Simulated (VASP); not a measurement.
# AlGa3N4 (Pm) in VASP: a series of runs

Runs on AlGa3N4. Level: PBEsol. Tasks: single point.

Program: VASP 6.6.1. These are calculated values, not measurements. Logs are shortened: lines on timing, memory, paths and dates and some standing lists are left out, and cuts for length are marked.

**1. The cell of the first run**

The structure is monoclinic, space group Pm (No. 6). The conventional cell has a = 5.142 Å, b = 3.165 Å, c = 5.643 Å, α = 90.00°, β = 90.04°, γ = 90.00°. Al (site symmetry m) has 4 N at 1.90 to 1.95 Å within 2.5 Å. Within 2.6 Å of Ga (site symmetry m) lie 4 N at 1.95 to 1.99 Å. Within 2.6 Å of Ga (site symmetry m) lie 4 N at 1.96 to 1.99 Å. Within 2.6 Å of Ga (site symmetry m) lie 4 N at 1.95 to 2.01 Å. N (site symmetry m) has 1 Al at 1.95 Å and 3 Ga at 1.95 to 1.96 Å within 2.6 Å. N (site symmetry m) has 2 Al at 1.92 Å and 2 Ga at 1.96 to 2.01 Å within 2.5 Å. N (site symmetry m) has 4 Ga at 1.95 to 1.99 Å within 2.6 Å. Within 2.5 Å of N (site symmetry m) lie 1 Al at 1.90 Å and 3 Ga at 1.96 to 1.99 Å.

**2. Single point, PBEsol (strain +0.000 along x and y, +0.030 along z)**

Input file INCAR:

```
SYSTEM = AlGa3N4
  PREC = Accurate
  ENCUT = 520
  EDIFF = 1E-6
  ISMEAR = 0
  SIGMA = 0.05
  LREAL = .FALSE.
  LASPH = .TRUE.
  NELM = 80
  ALGO = Normal
  ISIF = 2
  LWAVE = .FALSE.
  LCHARG = .FALSE.
  GGA = PS
  NBANDS = 41
```

Input file KPOINTS:

```
regular mesh
0
G
  6 8 6
  0 0 0
```

Input file POSCAR:

```
AlGa3N4
1.0
    5.1423511994      0.0000000000      0.0001251478
    0.0000000000      3.1649848006      0.0000000000
   -0.0035856898      0.0000000000      5.6428489618
Al Ga N
1 3 4
Direct
    0.0006034227      0.5000000000      0.6673576245
    0.4991167030      0.5000000000      0.3349195796
    0.4990273845      0.0000000000      0.8315570005
    0.9998617813      0.0000000000      0.1661805284
    0.1196687538      0.5000000000      0.3400974154
    0.1176459792      0.0000000000      0.8263760592
    0.6204436392      0.0000000000      0.1662162869
    0.6312323464      0.5000000000      0.6672965055
```

Potentials or basis: VASP PAW PBE potentials, release 64 (Al, Ga_d, N).

The run is started by

```bash
cat potpaw_PBE.64/Al/POTCAR potpaw_PBE.64/Ga_d/POTCAR potpaw_PBE.64/N/POTCAR > POTCAR
mpirun -np 1 vasp_std > vasp.out
```

OUTCAR:

```text
SYSTEM = AlGa3N4
   PREC = Accurate
   ENCUT = 520
   EDIFF = 1E-6
   ISMEAR = 0
   LREAL = .FALSE.
   LASPH = .TRUE.
   NELM = 80
   ISIF = 2
   GGA = PS

 ion  position               nearest neighbor table
   1  0.001  0.500  0.667-   8 1.90   6 1.92   6 1.92   5 1.95
   2  0.499  0.500  0.335-   7 1.95   7 1.95   5 1.95   8 1.99
   3  0.499  0.000  0.832-   8 1.96   8 1.96   6 1.96   7 1.99
   4  1.000  0.000  0.166-   7 1.95   5 1.96   5 1.96   6 2.01
   5  0.120  0.500  0.340-   1 1.95   2 1.95   4 1.96   4 1.96
   6  0.118  0.000  0.826-   1 1.92   1 1.92   3 1.96   4 2.01
   7  0.620  0.000  0.166-   2 1.95   2 1.95   4 1.95   3 1.99
   8  0.631  0.500  0.667-   1 1.90   3 1.96   3 1.96   2 1.99

  LATTYP: Found a simple monoclinic cell.
 ALAT       =     5.1423512009
 B/A-ratio  =     0.6154742601
 C/A-ratio  =     1.0973288056
 COS(beta)  =    -0.0006111028

  Lattice vectors:

 A1 = (   5.1423511994,   0.0000000000,   0.0001251478)
 A2 = (   0.0000000000,   3.1649848006,   0.0000000000)
 A3 = (  -0.0035856898,   0.0000000000,   5.6428489618)

Analysis of symmetry for initial positions (statically):
=====================================================================
 Subroutine PRICEL returns:
 Original cell was already a primitive cell.

 Routine SETGRP: Setting up the symmetry group for a
 simple monoclinic supercell.

 Subroutine GETGRP returns: Found  2 space group operations
 (whereof  2 operations were pure point group operations)
 out of a pool of  4 trial point group operations.

The static configuration has the point symmetry C_1h.

Analysis of symmetry for dynamics (positions and initial velocities):
=====================================================================
 Subroutine PRICEL returns:
 Original cell was already a primitive cell.

 Routine SETGRP: Setting up the symmetry group for a
 simple monoclinic supercell.

 Subroutine GETGRP returns: Found  2 space group operations
 (whereof  2 operations were pure point group operations)
 out of a pool of  4 trial point group operations.

The dynamic configuration has the point symmetry C_1h.

 Subroutine INISYM returns: Found  2 space group operations
 (whereof  2 operations are pure point group operations),
 and found     1 'primitive' translations

----------------------------------------------------------------------------------------

                                     Primitive cell

  volume of cell :      91.8400

  direct lattice vectors                    reciprocal lattice vectors
     5.142351199  0.000000000  0.000125148     0.194463572  0.000000000  0.000123570
     0.000000000  3.164984801  0.000000000     0.000000000  0.315957284  0.000000000
    -0.003585690  0.000000000  5.642848962    -0.000004313  0.000000000  0.177215444

  length of vectors
     5.142351201  3.164984801  5.642850101     0.194463612  0.315957284  0.177215444

  position of ions in fractional coordinates (direct lattice)
     0.000603423  0.500000000  0.667357624
     0.499116703  0.500000000  0.334919580
     0.499027385  0.000000000  0.831557000
     0.999861781  0.000000000  0.166180528
     0.119668754  0.500000000  0.340097415
     0.117645979  0.000000000  0.826376059
     0.620443639  0.000000000  0.166216287
     0.631232346  0.500000000  0.667296505

  ion indices of the primitive-cell ions
   primitive index   ion index
                 1           1
                 2           2
                 3           3
                 4           4
                 5           5
                 6           6
                 7           7
                 8           8

----------------------------------------------------------------------------------------

 KPOINTS: regular mesh

Automatic generation of k-mesh.
 Grid dimensions read from file:
 generate k-points for:    6    8    6

 Generating k-lattice:

  Cartesian coordinates                     Fractional coordinates (reciprocal lattice)
     0.032410595  0.000000000  0.000020595     0.166666667  0.000000000  0.000000000
     0.000000000  0.039494660  0.000000000     0.000000000  0.125000000  0.000000000
    -0.000000719  0.000000000  0.029535907    -0.000000000  0.000000000  0.166666667

  Length of vectors
     0.032410602  0.039494660  0.029535907

  Shift w.r.t. Gamma in fractional coordinates (k-lattice)
     0.000000000  0.000000000  0.000000000

 Subroutine IBZKPT returns following result:
 ===========================================

 Found    100 irreducible k-points:

 Following reciprocal coordinates:
            Coordinates               Weight
  0.000000  0.000000  0.000000      1.000000
  0.166667  0.000000 -0.000000      2.000000
  0.333333  0.000000  0.000000      2.000000
  0.500000  0.000000 -0.000000      1.000000
  0.000000  0.125000  0.000000      2.000000
  0.166667  0.125000 -0.000000      4.000000
[... 16 lines left out ...]
  0.333333  0.000000  0.166667      2.000000
  0.500000  0.000000  0.166667      2.000000
 [... further k-points ...]
   k-points           NKPTS =    100   k-points in BZ     NKDIM =    100   number of bands    NBANDS=     41
   number of dos      NEDOS =    301   number of ions     NIONS =      8
   total plane-waves  NPLWV =  40320
   dimension x,y,z NGX =    40 NGY =   24 NGZ =   42
   dimension x,y,z NGXF=    80 NGYF=   48 NGZF=   84
   ions per type =               1   3   4
   NGX,Y,Z   is equivalent  to a cutoff of  12.93, 12.61, 12.37 a.u.
   NGXF,Y,Z  is equivalent  to a cutoff of  25.86, 25.21, 24.75 a.u.
 SYSTEM =  AlGa3N4
   PREC   = accura    normal or accurate (medium, high low for compatibility)
   ISTART =      0    job   : 0-new  1-cont  2-samecut
   ICHARG =      2    charge: 1-file 2-atom 10-const
   ISPIN  =      1    spin polarized calculation?
   LNONCOLLINEAR =      F non collinear calculations
   LSORBIT =      F    spin-orbit coupling
   LASPH  =      T    aspherical Exc in radial PAW
   ENCUT  =  520.0 eV  38.22 Ry    6.18 a.u.   9.56  5.88 10.49*2*pi/ulx,y,z
   NELM   =     80;   NELMIN=  2; NELMDL= -5     # of ELM steps
   EDIFF  = 0.1E-05   stopping-criterion for ELM
   LREAL  =      F    real-space projection
   EDIFFG = 0.1E-04   stopping-criterion for IOM
   NSW    =      0    number of steps for IOM
   IBRION =     -1    ionic relax: 0-MD 1-quasi-New 2-CG
   NFREE  =      0    steps in history (QN), initial steepest desc. (CG)
   ISIF   =      2    stress and relaxation
   ISYM   =      2    0-nonsym 1-usesym 2-fastsym
   POTIM  = 0.5000    time-step for ionic-motion
   TEBEG  =    0.0;   TEEND  =   0.0 temperature during run
   PSTRESS=    0.0 pullay stress
   NELECT =      62.0000    total number of electrons
   NUPDOWN=      -1.0000    fix difference up-down
   EMIN   =  10.00;   EMAX   =-10.00  energy-range for DOS
   EFERMI =   0.00;   METHOD = LEGACY
   ISMEAR =     0;   SIGMA  =   0.05  broadening in eV -4-tet -1-fermi 0-gaus
   EFERMI_NEDOS =   21; number of points for ismear=-14 and -15
   IALGO  =     38    algorithm
   IMIX   =      4    mixing-type and parameters
     AMIX     =   0.40;   BMIX     =  1.00
     AMIX_MAG =   1.60;   BMIX_MAG =  1.00
  volume/ion in A,a.u.               =      11.48        77.47
  Fermi-wavevector in a.u.,A,eV,Ry     =   1.436133  2.713899 28.061734  2.062479
  Thomas-Fermi vector in A             =   2.555355
   LORBIT       =      0    0 simple, 1 ext, 2 COOP (PROOUT), +10 PAW based schemes
   GGA     = PS    functional components
   LHFCALC =     F    Hartree Fock is set to
   AEXX    =    0.0000 exact exchange contribution
   IVDW    =     0    specifies the selected vdW correction
   LEPSILON=     F    determine dielectric tensor
   LRPA    =     F    only Hartree local field effects (RPA)
 non-spin polarized calculation
 Gauss-broadening in eV      SIGMA  =   0.05
  energy-cutoff  :      520.00
  volume of cell :       91.84
 maximum number of plane-waves:      2496
 NGX is ok and might be reduce to    40
   NGX = 19   NGY = 11   NGZ = 21

 number of electron      62.0000006 magnetization

 Free energy of the ion-electron system (eV)
  ---------------------------------------------------
  ext. energy  EPLUGINS =         0.00000000
  ---------------------------------------------------
  free energy    TOTEN  =       -54.92817973 eV

  energy without entropy =      -54.92817973  energy(sigma->0) =      -54.92817973

 E-fermi :   5.4412     XC(G=0): -11.5832

 val. band max:        5.1713376134   @ k =   0.0000   0.0000   0.0000
 cond. band min:       7.2971182136   @ k =   0.0000   0.0000   0.0000
 fundamental gap:      2.1257806002
 Fermi energy:         5.4412281312

 k-point     1 :       0.0000    0.0000    0.0000
  band No.  band energies     occupation
      1     -10.4704      2.00000
      2      -9.6112      2.00000
      3      -9.4275      2.00000
      4      -9.1578      2.00000
      5      -8.1088      2.00000
      6      -8.0922      2.00000
[... 33 lines left out ...]
     40      15.1325      0.00000
     41      15.4834      0.00000

 k-point     2 :       0.1667    0.0000   -0.0000
  band No.  band energies     occupation
      1     -10.3857      2.00000
      2      -9.6107      2.00000
      3      -9.4281      2.00000
      4      -9.1602      2.00000
      5      -8.1036      2.00000
      6      -8.0898      2.00000
[... 33 lines left out ...]
     40      15.1632      0.00000
     41      15.3183      0.00000

 k-point     3 :       0.3333    0.0000    0.0000
  band No.  band energies     occupation
      1     -10.1614      2.00000
      2      -9.6592      2.00000
      3      -9.4294      2.00000
      4      -9.1613      2.00000
      5      -8.0980      2.00000
      6      -8.0841      2.00000
[... 875 lines left out ...]
      2      -9.6399      2.00000
      3      -9.4483      2.00000
      4      -9.1751      2.00000
      5      -8.0970      2.00000
      6      -8.0762      2.00000
[... 33 lines left out ...]
     40      14.9506      0.00000
     41      15.1954      0.00000

 k-point    24 :       0.5000    0.0000    0.1667
  band No.  band energies     occupation
      1      -9.9094      2.00000
      2      -9.7481      2.00000
      3      -9.4413      2.00000
      4      -9.1749      2.00000
      5      -8.0935      2.00000
      6      -8.0704      2.00000
[... 33 lines left out ...]
     40      14.8604      0.00000
     41      15.1354      0.00000

 [... further k-points ...]
[... 5 lines left out ...]
  --------------------------------------------------------------------------------------
  -------------------------------------------------------------------------------------
  Total       -1.0585604     -1.6285245     -6.5023991      0.0000000      0.0000000     -0.0100119
  in kB      -18.4669193    -28.4101217   -113.4363927      0.0000000      0.0000000     -0.1746615
  external PRESSURE =     -53.4378112 kB  Pullay stress =       0.0000000 kB

 VOLUME and BASIS-vectors are now :
 -----------------------------------------------------------------------------
  energy-cutoff  :      520.00
  volume of cell :       91.84
      direct lattice vectors                 reciprocal lattice vectors
     5.142351199  0.000000000  0.000125148     0.194463572  0.000000000  0.000123570
     0.000000000  3.164984801  0.000000000     0.000000000  0.315957284  0.000000000
    -0.003585690  0.000000000  5.642848962    -0.000004313  0.000000000  0.177215444

 POSITION                                       TOTAL-FORCE (eV/Angst)
 -----------------------------------------------------------------------------------
      0.00071      1.58249      3.76580         0.135072      0.000000     -0.183382
      2.56543      1.58249      1.88996         0.144203      0.000000      0.165970
      2.56319      0.00000      4.69241         0.138406      0.000000      0.193609
      5.14104      0.00000      0.93786         0.106033      0.000000     -0.154197
      0.61416      1.58249      1.91913        -0.137742      0.000000      0.223110
      0.60201      0.00000      4.66313        -0.098030      0.000000      0.202148
      3.18994      0.00000      0.93801        -0.120078      0.000000     -0.230397
      3.24363      1.58249      3.76553        -0.167864      0.000000     -0.216861
 -----------------------------------------------------------------------------------
    total drift:                               -0.000175      0.000000     -0.000122

  FREE ENERGIE OF THE ION-ELECTRON SYSTEM (eV)
  ---------------------------------------------------
  free  energy   TOTEN  =       -54.9281797340 eV

  energy  without entropy=      -54.9281797340  energy(sigma->0) =      -54.92817973
```

Run time: 3 min. Hardware: 1 thread of Intel Xeon Platinum 8488C (Sapphire Rapids), shared host; peak memory 0.4 GiB.

What came out:

| Quantity | Value |
| --- | --- |
| Free energy | -54.9282 eV |
| Pressure | -5.3 GPa |
| Largest force | 0.274 eV/Å |
| Band gap on the k mesh | 2.13 eV, direct |

Forces on the atoms (eV/Å):
```
Al   0.135  0.000 -0.183
Ga   0.144  0.000  0.166
Ga   0.138  0.000  0.194
Ga   0.106  0.000 -0.154
N   -0.138  0.000  0.223
N   -0.098  0.000  0.202
N   -0.120  0.000 -0.230
N   -0.168  0.000 -0.217
```

Caveat: the cell differs from its parent crystal (strain +0.000 along x and y, +0.030 along z); the PAW data sets were made with another functional, which shifts forces and pressure a little.

[end of part 1 of 2]
